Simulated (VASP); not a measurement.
# Ir (I4/mmm) in VASP: a series of runs, part 3 of 4

VASP 6.6.1. Earlier steps stand in the parts before.

## Step 4: Single point, LDA

This run uses another cell than the first one, of the same volume but with other edges.

INCAR reads:

```
PREC = Accurate
ENCUT = 520
EDIFF = 1E-7
ISMEAR = 0
SIGMA = 0.15
LREAL = False
LASPH = True
NELM = 100
ALGO = Fast
ISIF = 2
LWAVE = False
LCHARG = True
LELF = True
LVHAR = True
NBANDS = 10
```

KPOINTS reads:

```
regular mesh
0
Gamma
  8 8 8
```

POSCAR reads:

```
Ir
1.0
    0.0000000000      2.2161317680      1.4404856492
    2.2161317680      0.0000000000      1.4404856492
    2.2161317680      2.2161317680      0.0000000000
Ir
1
Direct
    0.0000000000      0.0000000000      0.0000000000
```

Potentials or basis: VASP PAW LDA potentials, release 64 (Ir).

Run with:

```console
$ cat potpaw_LDA.64/Ir/POTCAR > POTCAR
$ mpirun -np 1 vasp_std > vasp.out
```

OUTCAR:

```text
PREC = Accurate
   ENCUT = 520
   EDIFF = 1E-7
   ISMEAR = 0
   LREAL = False
   LASPH = True
   NELM = 100
   ISIF = 2

 ion  position               nearest neighbor table
   1  0.000  0.000  0.000-

  LATTYP: Found a body centered tetragonal cell.
 ALAT       =     3.1340836023
 C/A-ratio  =     0.9192388155

  Lattice vectors:

 A1 = (   0.0000000000,  -2.2161317680,  -1.4404856492)
 A2 = (   0.0000000000,   2.2161317680,  -1.4404856492)
 A3 = (   2.2161317680,   0.0000000000,   1.4404856492)

Analysis of symmetry for initial positions (statically):
=====================================================================
 Subroutine PRICEL returns:
 Original cell was already a primitive cell.

 Routine SETGRP: Setting up the symmetry group for a
 body centered tetragonal supercell.

 Subroutine GETGRP returns: Found 16 space group operations
 (whereof 16 operations were pure point group operations)
 out of a pool of 16 trial point group operations.

The static configuration has the point symmetry D_4h.

Analysis of symmetry for dynamics (positions and initial velocities):
=====================================================================
 Subroutine PRICEL returns:
 Original cell was already a primitive cell.

 Routine SETGRP: Setting up the symmetry group for a
 body centered tetragonal supercell.

 Subroutine GETGRP returns: Found 16 space group operations
 (whereof 16 operations were pure point group operations)
 out of a pool of 16 trial point group operations.

The dynamic configuration has the point symmetry D_4h.

 Subroutine INISYM returns: Found 16 space group operations
 (whereof 16 operations are pure point group operations),
 and found     1 'primitive' translations

----------------------------------------------------------------------------------------

                                     Primitive cell

  volume of cell :      14.1491

  direct lattice vectors                    reciprocal lattice vectors
     0.000000000  2.216131768  1.440485649    -0.225618353  0.225618353  0.347105159
     2.216131768  0.000000000  1.440485649     0.225618353 -0.225618353  0.347105159
     2.216131768  2.216131768  0.000000000     0.225618353  0.225618353 -0.347105159

  length of vectors
     2.643149432  2.643149432  3.134083602     0.471475634  0.471475634  0.471475634

  position of ions in fractional coordinates (direct lattice)
     0.000000000  0.000000000  0.000000000

  ion indices of the primitive-cell ions
   primitive index   ion index
                 1           1

----------------------------------------------------------------------------------------

 KPOINTS: regular mesh

Automatic generation of k-mesh.
 Grid dimensions read from file:
 generate k-points for:    8    8    8

 Generating k-lattice:

  Cartesian coordinates                     Fractional coordinates (reciprocal lattice)
    -0.028202294  0.028202294  0.043388145     0.125000000 -0.000000000  0.000000000
     0.028202294 -0.028202294  0.043388145    -0.000000000  0.125000000  0.000000000
     0.028202294  0.028202294 -0.043388145     0.000000000  0.000000000  0.125000000

  Length of vectors
     0.058934454  0.058934454  0.058934454

  Shift w.r.t. Gamma in fractional coordinates (k-lattice)
     0.000000000  0.000000000  0.000000000

 Subroutine IBZKPT returns following result:
 ===========================================

 Found     59 irreducible k-points:

 Following reciprocal coordinates:
            Coordinates               Weight
  0.000000  0.000000  0.000000      1.000000
  0.125000  0.000000  0.000000      8.000000
  0.250000  0.000000  0.000000      8.000000
  0.375000  0.000000  0.000000      8.000000
  0.500000  0.000000  0.000000      4.000000
  0.125000  0.125000  0.000000      2.000000
[... 16 lines left out ...]
  0.250000  0.000000  0.125000     16.000000
  0.375000  0.000000  0.125000     16.000000
 [... further k-points ...]
   k-points           NKPTS =     59   k-points in BZ     NKDIM =     59   number of bands    NBANDS=     10
   number of dos      NEDOS =    301   number of ions     NIONS =      1
   total plane-waves  NPLWV =   9600
   dimension x,y,z NGX =    20 NGY =   20 NGZ =   24
   dimension x,y,z NGXF=    40 NGYF=   40 NGZF=   48
   ions per type =               1
   NGX,Y,Z   is equivalent  to a cutoff of  12.58, 12.58, 12.73 a.u.
   NGXF,Y,Z  is equivalent  to a cutoff of  25.16, 25.16, 25.46 a.u.
 SYSTEM =  unknown system
   PREC   = accura    normal or accurate (medium, high low for compatibility)
   ISTART =      0    job   : 0-new  1-cont  2-samecut
   ICHARG =      2    charge: 1-file 2-atom 10-const
   ISPIN  =      1    spin polarized calculation?
   LNONCOLLINEAR =      F non collinear calculations
   LSORBIT =      F    spin-orbit coupling
   LASPH  =      T    aspherical Exc in radial PAW
   ENCUT  =  520.0 eV  38.22 Ry    6.18 a.u.   4.91  4.91  5.83*2*pi/ulx,y,z
   NELM   =    100;   NELMIN=  2; NELMDL= -5     # of ELM steps
   EDIFF  = 0.1E-06   stopping-criterion for ELM
   LREAL  =      F    real-space projection
   EDIFFG = 0.1E-05   stopping-criterion for IOM
   NSW    =      0    number of steps for IOM
   IBRION =     -1    ionic relax: 0-MD 1-quasi-New 2-CG
   NFREE  =      0    steps in history (QN), initial steepest desc. (CG)
   ISIF   =      2    stress and relaxation
   ISYM   =      2    0-nonsym 1-usesym 2-fastsym
   POTIM  = 0.5000    time-step for ionic-motion
   TEBEG  =    0.0;   TEEND  =   0.0 temperature during run
   PSTRESS=    0.0 pullay stress
   NELECT =       9.0000    total number of electrons
   NUPDOWN=      -1.0000    fix difference up-down
   EMIN   =  10.00;   EMAX   =-10.00  energy-range for DOS
   EFERMI =   0.00;   METHOD = LEGACY
   ISMEAR =     0;   SIGMA  =   0.15  broadening in eV -4-tet -1-fermi 0-gaus
   EFERMI_NEDOS =   21; number of points for ismear=-14 and -15
   IALGO  =     68    algorithm
   IMIX   =      4    mixing-type and parameters
     AMIX     =   0.40;   BMIX     =  1.00
     AMIX_MAG =   1.60;   BMIX_MAG =  1.00
  volume/ion in A,a.u.               =      14.15        95.48
  Fermi-wavevector in a.u.,A,eV,Ry     =   1.407923  2.660589 26.970118  1.982248
  Thomas-Fermi vector in A             =   2.530133
   LORBIT       =      0    0 simple, 1 ext, 2 COOP (PROOUT), +10 PAW based schemes
   GGA     = CA    functional components
   LHFCALC =     F    Hartree Fock is set to
   AEXX    =    0.0000 exact exchange contribution
   IVDW    =     0    specifies the selected vdW correction
   LEPSILON=     F    determine dielectric tensor
   LRPA    =     F    only Hartree local field effects (RPA)
 non-spin polarized calculation
 RMM-DIIS sequential band-by-band and
 Gauss-broadening in eV      SIGMA  =   0.15
  energy-cutoff  :      520.00
  volume of cell :       14.15
 maximum number of plane-waves:       396
   NGX =  9   NGY =  9   NGZ = 11

 number of electron       9.0000000 magnetization

 Free energy of the ion-electron system (eV)
  ---------------------------------------------------
  ext. energy  EPLUGINS =         0.00000000
  ---------------------------------------------------
  free energy    TOTEN  =        -9.75865598 eV

  energy without entropy =       -9.74052367  energy(sigma->0) =       -9.74958982

 E-fermi :  10.0675     XC(G=0): -14.1238

 val. band max:       10.0273088525   @ k =   0.5000   0.1250   0.2500
 cond. band min:      10.0735262673   @ k =   0.3750   0.2500   0.1250
 fundamental gap:      0.0462174148
 Fermi energy:        10.0674547712

 k-point     1 :       0.0000    0.0000    0.0000
  band No.  band energies     occupation
      1      -0.7961      2.00000
      2       5.7332      2.00000
      3       6.6572      2.00000
      4       6.6572      2.00000
      5       8.6191      2.00000
      6      10.1808      0.28527
      7      26.4307      0.00000
      8      26.4307      0.00000
      9      28.4026      0.00000
     10      37.8103      0.00000
[... 287 lines left out ...]
 k-point    24 :       0.3750    0.0000    0.1250
  band No.  band energies     occupation
      1       2.7012      2.00000
      2       4.8120      2.00000
      3       6.0504      2.00000
      4       8.9589      2.00000
      5       9.7800      1.99327
      6      10.9427      0.00000
      7      23.5444      0.00000
      8      26.0472      0.00000
      9      28.5695      0.00000
     10      31.6885      0.00000

 [... further k-points ...]

------------------------ aborting loop because EDIFF is reached ----------------------------------------

  FORCE on cell =-STRESS in cart. coord.  units (eV):
  Direction    XX          YY          ZZ          XY          YZ          ZX
  --------------------------------------------------------------------------------------
  -------------------------------------------------------------------------------------
  Total        1.6430181      1.6430181     -1.8969893      0.0000000      0.0000000     -0.0000000
  in kB      186.0470766    186.0470766   -214.8054854      0.0000000      0.0000000     -0.0000000
  external PRESSURE =      52.4295559 kB  Pullay stress =       0.0000000 kB

 VOLUME and BASIS-vectors are now :
 -----------------------------------------------------------------------------
  energy-cutoff  :      520.00
  volume of cell :       14.15
      direct lattice vectors                 reciprocal lattice vectors
     0.000000000  2.216131768  1.440485649    -0.225618353  0.225618353  0.347105159
     2.216131768  0.000000000  1.440485649     0.225618353 -0.225618353  0.347105159
     2.216131768  2.216131768  0.000000000     0.225618353  0.225618353 -0.347105159

 POSITION                                       TOTAL-FORCE (eV/Angst)
 -----------------------------------------------------------------------------------
      0.00000      0.00000      0.00000         0.000000      0.000000      0.000000
 -----------------------------------------------------------------------------------
    total drift:                               -0.000000     -0.000000     -0.000000

  FREE ENERGIE OF THE ION-ELECTRON SYSTEM (eV)
  ---------------------------------------------------
  free  energy   TOTEN  =        -9.7586559763 eV

  energy  without entropy=       -9.7405236693  energy(sigma->0) =       -9.74958982
```

OSZICAR:

```text
N       E                     dE             d eps       ncg     rms          rms(c)
DAV:   1     0.461392257839E+02    0.46139E+02   -0.43587E+03  1204   0.820E+02
DAV:   2    -0.940460161319E+01   -0.55544E+02   -0.52683E+02  1192   0.196E+02
DAV:   3    -0.102924180263E+02   -0.88782E+00   -0.88386E+00  1400   0.304E+01
DAV:   4    -0.103007716126E+02   -0.83536E-02   -0.83521E-02  1334   0.270E+00
DAV:   5    -0.103009579681E+02   -0.18636E-03   -0.18635E-03  1386   0.387E-01    0.165E+01
RMM:   6    -0.984121898676E+01    0.45974E+00   -0.33890E-01  1220   0.725E+00    0.692E+00
RMM:   7    -0.976319113780E+01    0.78028E-01   -0.15461E-01  1235   0.345E+00    0.187E+00
RMM:   8    -0.976116291251E+01    0.20282E-02   -0.18057E-02  1406   0.192E+00    0.132E+00
RMM:   9    -0.975934141935E+01    0.18215E-02   -0.39585E-03  1355   0.520E-01    0.288E-01
RMM:  10    -0.975865487491E+01    0.68654E-03   -0.15615E-03  1291   0.534E-01    0.595E-02
RMM:  11    -0.975865891344E+01   -0.40385E-05   -0.14710E-04  1386   0.994E-02    0.369E-02
RMM:  12    -0.975865794898E+01    0.96446E-06   -0.28134E-05  1688   0.401E-02    0.234E-02
RMM:  13    -0.975865620375E+01    0.17452E-05   -0.36295E-06  1385   0.231E-02    0.189E-02
RMM:  14    -0.975865595889E+01    0.24485E-06   -0.86417E-07  1446   0.736E-03    0.584E-03
RMM:  15    -0.975865597627E+01   -0.17378E-07   -0.15275E-07   945   0.319E-03
   1 F= -.97586560E+01 E0= -.97495898E+01  d E =-.181323E-01
```

stdout:

```text
POSCAR found type information on POSCAR Ir
 POSCAR found :  1 types and       1 ions
 scaLAPACK will be used
 LDA part: xc-table for (Slater(with rela. corr.)+CA(PZ))
 , standard interpolation
 POSCAR, INCAR and KPOINTS ok, starting setup
 FFT: planning ... GRIDC
 FFT: planning ... GRID_SOFT
 FFT: planning ... GRID
 WAVECAR not read
 entering main loop
```

It took 6.1 s on 1 thread of AMD EPYC 9R45 (Zen 5), shared host; peak memory 0.1 GiB.

Results:

| Item | Value |
| --- | --- |
| Free energy | -9.7587 eV |
| Pressure | 5.2 GPa |

Levels at points of the mesh, in eV from the Fermi level:
| k point | band 1 | band 2 | band 3 | band 4 | band 5 | band 6 | band 7 | band 8 | band 9 |
| --- | --- | --- | --- | --- | --- | --- | --- | --- | --- |
| (0.00, 0.00, 0.00) | -10.86 | -4.33 | -3.41 | -3.41 | -1.45 | 0.11 | 16.36 | 16.36 | 18.34 |
| (0.50, 0.00, 0.00) | -7.75 | -5.98 | -0.65 | 0.15 | 0.46 | 2.34 | 8.56 | 12.84 | 16.44 |
| (0.50, 0.50, 0.00) | -7.42 | -7.29 | 1.47 | 1.47 | 1.87 | 7.16 | 7.16 | 9.89 | 14.94 |
| (0.50, 0.00, 0.50) | -7.88 | -4.97 | -1.68 | -0.46 | -0.29 | 2.16 | 7.79 | 13.69 | 18.66 |

Caveat: the k points lie up to 0.37 Å⁻¹ apart; spin-orbit coupling is left out, which moves the levels of the heavy elements.

(Part 3 of 4 ends here.)
